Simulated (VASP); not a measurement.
# TaN (P6/mmm) in VASP: notebook, part 2 of 3

VASP 6.6.1. Earlier steps stand in the parts before.

### 3 Single point, PBE

This run uses another cell than the first one: it holds 6 atoms, not 18.

INCAR reads:

```
PREC     = Accurate       # precision mode
ENCUT    = 520            # plane-wave cutoff, eV
EDIFF    = 1E-6           # SCF threshold, eV
ISMEAR   = 0              # smearing method
SIGMA    = 0.1            # smearing width, eV
LREAL    = False          # projectors in reciprocal space
LASPH    = True           # aspherical terms in the spheres
NELM     = 60             # most SCF steps
ALGO     = Normal         # electronic algorithm
ISIF     = 2              # what is computed and relaxed
LWAVE    = False          # write WAVECAR
LCHARG   = False          # write CHGCAR
GGA      = PE             # functional
NBANDS   = 33             # bands
```

KPOINTS reads:

```
Automatic mesh
0
Gamma
  12 12 12
```

POSCAR reads:

```
TaN
1.0
    4.9203716179      0.0000000000      0.0000000000
   -2.4601858090      4.2611668172      0.0000000000
    0.0000000000      0.0000000000      2.8593612121
Ta N
3 3
Direct
    0.0000000000      0.0000000000      0.0000000000
    0.3333333333      0.6666666667      0.5000000000
    0.6666666667      0.3333333333      0.5000000000
    0.5000000000      0.0000000000      0.0000000000
    0.5000000000      0.5000000000      0.0000000000
    0.0000000000      0.5000000000      0.0000000000
```

Potentials or basis: VASP PAW PBE potentials, release 64 (Ta_pv, N).

Started as:

```
$ cat potpaw_PBE.64/Ta_pv/POTCAR potpaw_PBE.64/N/POTCAR > POTCAR
$ mpirun -np 1 vasp_std > vasp.out
```

OUTCAR:

```text
PREC = Accurate
   ENCUT = 520
   EDIFF = 1E-6
   ISMEAR = 0
   LREAL = False
   LASPH = True
   NELM = 60
   ISIF = 2
   GGA = PE

 ion  position               nearest neighbor table
   1  0.000  0.000  0.000-   4 2.46   4 2.46   5 2.46   5 2.46   6 2.46   6 2.46   3 3.18   3 3.18
                             2 3.18   2 3.18   2 3.18   3 3.18   2 3.18   3 3.18   2 3.18   3 3.18
   2  0.333  0.667  0.500-   6 2.02   6 2.02   4 2.02   4 2.02   5 2.02   5 2.02   3 2.84   3 2.84
                             3 2.84   1 3.18   1 3.18   1 3.18   1 3.18   1 3.18   1 3.18
   3  0.667  0.333  0.500-   6 2.02   6 2.02   4 2.02   4 2.02   5 2.02   5 2.02   2 2.84   2 2.84
                             2 2.84   1 3.18   1 3.18   1 3.18   1 3.18   1 3.18   1 3.18
   4  0.500  0.000  0.000-   2 2.02   3 2.02   2 2.02   3 2.02   1 2.46   1 2.46
   5  0.500  0.500  0.000-   2 2.02   3 2.02   2 2.02   3 2.02   1 2.46   1 2.46
   6  0.000  0.500  0.000-   2 2.02   3 2.02   2 2.02   3 2.02   1 2.46   1 2.46

  LATTYP: Found a hexagonal cell.
 ALAT       =     4.9203716179
 C/A-ratio  =     0.5811270843

  Lattice vectors:

 A1 = (   4.9203716179,   0.0000000000,   0.0000000000)
 A2 = (  -2.4601858090,   4.2611668172,   0.0000000000)
 A3 = (   0.0000000000,   0.0000000000,   2.8593612121)

Analysis of symmetry for initial positions (statically):
=====================================================================
 Subroutine PRICEL returns:
 Original cell was already a primitive cell.

 Routine SETGRP: Setting up the symmetry group for a
 hexagonal supercell.

 Subroutine GETGRP returns: Found 24 space group operations
 (whereof 24 operations were pure point group operations)
 out of a pool of 24 trial point group operations.

The static configuration has the point symmetry D_6h.

Analysis of symmetry for dynamics (positions and initial velocities):
=====================================================================
 Subroutine PRICEL returns:
 Original cell was already a primitive cell.

 Routine SETGRP: Setting up the symmetry group for a
 hexagonal supercell.

 Subroutine GETGRP returns: Found 24 space group operations
 (whereof 24 operations were pure point group operations)
 out of a pool of 24 trial point group operations.

The dynamic configuration has the point symmetry D_6h.

 Subroutine INISYM returns: Found 24 space group operations
 (whereof 24 operations are pure point group operations),
 and found     1 'primitive' translations

----------------------------------------------------------------------------------------

                                     Primitive cell

  volume of cell :      59.9509

  direct lattice vectors                    reciprocal lattice vectors
     4.920371618  0.000000000  0.000000000     0.203236682  0.117338753  0.000000000
    -2.460185809  4.261166817  0.000000000     0.000000000  0.234677506  0.000000000
     0.000000000  0.000000000  2.859361212     0.000000000  0.000000000  0.349728462

  length of vectors
     4.920371618  4.920371618  2.859361212     0.234677506  0.234677506  0.349728462

  position of ions in fractional coordinates (direct lattice)
     0.000000000  0.000000000  0.000000000
     0.333333333  0.666666667  0.500000000
     0.666666667  0.333333333  0.500000000
     0.500000000  0.000000000  0.000000000
     0.500000000  0.500000000  0.000000000
     0.000000000  0.500000000  0.000000000

[... 42 lines left out ...]
  0.416667 -0.000000  0.000000      6.000000
[... 16 lines left out ...]
  0.250000 -0.000000  0.083333     12.000000
  0.333333 -0.000000  0.083333     12.000000
 [... further k-points ...]
   k-points           NKPTS =    133   k-points in BZ     NKDIM =    133   number of bands    NBANDS=     33
   number of dos      NEDOS =    301   number of ions     NIONS =      6
   total plane-waves  NPLWV =  38400
   dimension x,y,z NGX =    40 NGY =   40 NGZ =   24
   dimension x,y,z NGXF=    80 NGYF=   80 NGZF=   48
   ions per type =               3   3
   NGX,Y,Z   is equivalent  to a cutoff of  13.51, 13.51, 13.95 a.u.
   NGXF,Y,Z  is equivalent  to a cutoff of  27.03, 27.03, 27.91 a.u.
 SYSTEM =  unknown system
   PREC   = accura    normal or accurate (medium, high low for compatibility)
   ISTART =      0    job   : 0-new  1-cont  2-samecut
   ICHARG =      2    charge: 1-file 2-atom 10-const
   ISPIN  =      1    spin polarized calculation?
   LNONCOLLINEAR =      F non collinear calculations
   LSORBIT =      F    spin-orbit coupling
   LASPH  =      T    aspherical Exc in radial PAW
   ENCUT  =  520.0 eV  38.22 Ry    6.18 a.u.   9.15  9.15  5.32*2*pi/ulx,y,z
   NELM   =     60;   NELMIN=  2; NELMDL= -5     # of ELM steps
   EDIFF  = 0.1E-05   stopping-criterion for ELM
   LREAL  =      F    real-space projection
   EDIFFG = 0.1E-04   stopping-criterion for IOM
   NSW    =      0    number of steps for IOM
   IBRION =     -1    ionic relax: 0-MD 1-quasi-New 2-CG
   NFREE  =      0    steps in history (QN), initial steepest desc. (CG)
   ISIF   =      2    stress and relaxation
   ISYM   =      2    0-nonsym 1-usesym 2-fastsym
   POTIM  = 0.5000    time-step for ionic-motion
   TEBEG  =    0.0;   TEEND  =   0.0 temperature during run
   PSTRESS=    0.0 pullay stress
   NELECT =      48.0000    total number of electrons
   NUPDOWN=      -1.0000    fix difference up-down
   EMIN   =  10.00;   EMAX   =-10.00  energy-range for DOS
   EFERMI =   0.00;   METHOD = LEGACY
   ISMEAR =     0;   SIGMA  =   0.10  broadening in eV -4-tet -1-fermi 0-gaus
   EFERMI_NEDOS =   21; number of points for ismear=-14 and -15
   IALGO  =     38    algorithm
   IMIX   =      4    mixing-type and parameters
     AMIX     =   0.40;   BMIX     =  1.00
     AMIX_MAG =   1.60;   BMIX_MAG =  1.00
  volume/ion in A,a.u.               =       9.99        67.43
  Fermi-wavevector in a.u.,A,eV,Ry     =   1.520163  2.872691 31.441633  2.310895
  Thomas-Fermi vector in A             =   2.629051
   LORBIT       =      0    0 simple, 1 ext, 2 COOP (PROOUT), +10 PAW based schemes
   GGA     = PE    functional components
   LHFCALC =     F    Hartree Fock is set to
   AEXX    =    0.0000 exact exchange contribution
   IVDW    =     0    specifies the selected vdW correction
   LEPSILON=     F    determine dielectric tensor
   LRPA    =     F    only Hartree local field effects (RPA)
 non-spin polarized calculation
 Gauss-broadening in eV      SIGMA  =   0.10
  energy-cutoff  :      520.00
  volume of cell :       59.95
 maximum number of plane-waves:      1629
 NGX is ok and might be reduce to    40

 number of electron      47.9999999 magnetization

 Free energy of the ion-electron system (eV)
  ---------------------------------------------------
  ext. energy  EPLUGINS =         0.00000000
  ---------------------------------------------------
  free energy    TOTEN  =       -63.05946332 eV

  energy without entropy =      -63.05501845  energy(sigma->0) =      -63.05724089

 E-fermi :   9.5477     XC(G=0): -13.7360

 val. band max:        9.5185371803   @ k =   0.0833  -0.0000   0.2500
 cond. band min:       9.5496285634   @ k =   0.0833   0.0833   0.0833
 fundamental gap:      0.0310913831
 Fermi energy:         9.5476802444

 k-point     1 :       0.0000    0.0000    0.0000
  band No.  band energies     occupation
      1     -26.6578      2.00000
      2     -26.6578      2.00000
      3     -26.1325      2.00000
      4     -26.1325      2.00000
      5     -25.8668      2.00000
      6     -25.6570      2.00000
[... 853 lines left out ...]
     32      13.9454      0.00000
     33      13.9502      0.00000

 [... further k-points ...]

------------------------ aborting loop because EDIFF is reached ----------------------------------------

  FORCE on cell =-STRESS in cart. coord.  units (eV):
  Direction    XX          YY          ZZ          XY          YZ          ZX
  --------------------------------------------------------------------------------------
  -------------------------------------------------------------------------------------
  Total       23.0230158     23.0230158     23.2281467     -0.0000000     -0.0000000      0.0000000
  in kB      615.2864227    615.2864227    620.7685138     -0.0000000     -0.0000000      0.0000000
  external PRESSURE =     617.1137864 kB  Pullay stress =       0.0000000 kB

 VOLUME and BASIS-vectors are now :
 -----------------------------------------------------------------------------
  energy-cutoff  :      520.00
  volume of cell :       59.95
      direct lattice vectors                 reciprocal lattice vectors
     4.920371618  0.000000000  0.000000000     0.203236682  0.117338753  0.000000000
    -2.460185809  4.261166817  0.000000000     0.000000000  0.234677506  0.000000000
     0.000000000  0.000000000  2.859361212     0.000000000  0.000000000  0.349728462

 POSITION                                       TOTAL-FORCE (eV/Angst)
 -----------------------------------------------------------------------------------
      0.00000      0.00000      0.00000        -0.000000      0.000000      0.000000
     -0.00000      2.84078      1.42968         0.000000     -0.000000      0.000000
      2.46019      1.42039      1.42968        -0.000000      0.000000      0.000000
      2.46019      0.00000      0.00000        -0.000000      0.000000      0.000000
      1.23009      2.13058      0.00000        -0.000000      0.000000      0.000000
     -1.23009      2.13058      0.00000        -0.000000      0.000000      0.000000
 -----------------------------------------------------------------------------------
    total drift:                               -0.000000      0.000000     -0.000000

  FREE ENERGIE OF THE ION-ELECTRON SYSTEM (eV)
  ---------------------------------------------------
  free  energy   TOTEN  =       -63.0594633186 eV

  energy  without entropy=      -63.0550184525  energy(sigma->0) =      -63.05724089
```

It took 2.7 min on 1 thread of Intel Xeon 6975P-C (Granite Rapids), shared host; peak memory 0.33 GiB.

What came out:

| Quantity | Value |
| --- | --- |
| Free energy | -63.0595 eV |
| Pressure | 61.7 GPa |
| Band gap on the k mesh | zero (bands 24 and 25 overlap by 2.50 eV) |

Caveat: the cell stands under pressure; spin-orbit coupling is left out, which moves the levels of the heavy elements.

### 4 Single point, PBE

This run uses another cell than the first one: it holds 6 atoms, not 18.

INCAR reads:

```
SYSTEM = TaN
PREC = Accurate ; ENCUT = 520
EDIFF = 1E-6 ; ISMEAR = 0
SIGMA = 0.1 ; LREAL = .FALSE.
LASPH = .TRUE. ; NELM = 100
ALGO = Normal ; ISIF = 2
LWAVE = .FALSE. ; LCHARG = .FALSE.
GGA = PE ; NBANDS = 33
```

KPOINTS reads:

```
regular mesh
0
G
  12 12 12
  0 0 0
```

POSCAR, as its differences from that of step 3:

```diff
@@ -2,5 +2,5 @@
 1.0
-    4.9203716179      0.0000000000      0.0000000000
-   -2.4601858090      4.2611668172      0.0000000000
-    0.0000000000      0.0000000000      2.8593612121
+    5.0662272069      0.0000000000      0.0000000000
+   -2.5331136035      4.3874814625      0.0000000000
+    0.0000000000      0.0000000000      2.8836031589
 Ta N
```

Started as:

```
$ cat potpaw_PBE.64/Ta_pv/POTCAR potpaw_PBE.64/N/POTCAR > POTCAR
$ mpirun -np 1 vasp_std > vasp.out
```

Run time: 2.4 min. Hardware: 1 thread of Intel Xeon 6975P-C (Granite Rapids), shared host; peak memory 0.35 GiB.

It converged, with:

| Property | Result |
| --- | --- |
| Free energy | -64.2421 eV |
| Pressure | 31.2 GPa |
| Band gap on the k mesh | zero (bands 24 and 25 overlap by 2.35 eV) |

Stress tensor (GPa, compression positive):
```
31.02  0.00  0.00
 0.00 31.02  0.00
 0.00  0.00 31.48
```

Levels at points of the mesh, in eV from the Fermi level:
```tsv
k point	band 20	band 21	band 22	band 23	band 24	band 25	band 26	band 27	band 28	band 29
(0.00, 0.00, 0.00)	-3.03	-3.03	-2.64	-2.09	-1.34	-1.34	0.70	0.70	1.57	2.35
(0.50, 0.00, 0.00)	-4.93	-3.64	-2.91	-1.75	-0.64	1.50	1.93	1.95	2.33	2.42
(0.00, 0.00, 0.50)	-4.07	-3.20	-3.20	-2.05	0.95	0.95	1.34	2.06	2.81	2.81
(0.50, 0.00, 0.50)	-4.73	-3.58	-3.38	-2.34	-1.31	1.12	1.50	3.16	3.57	3.77
```

Caveat: the cell stands under pressure; spin-orbit coupling is left out, which moves the levels of the heavy elements.

(Continued in part 3 of 3.)
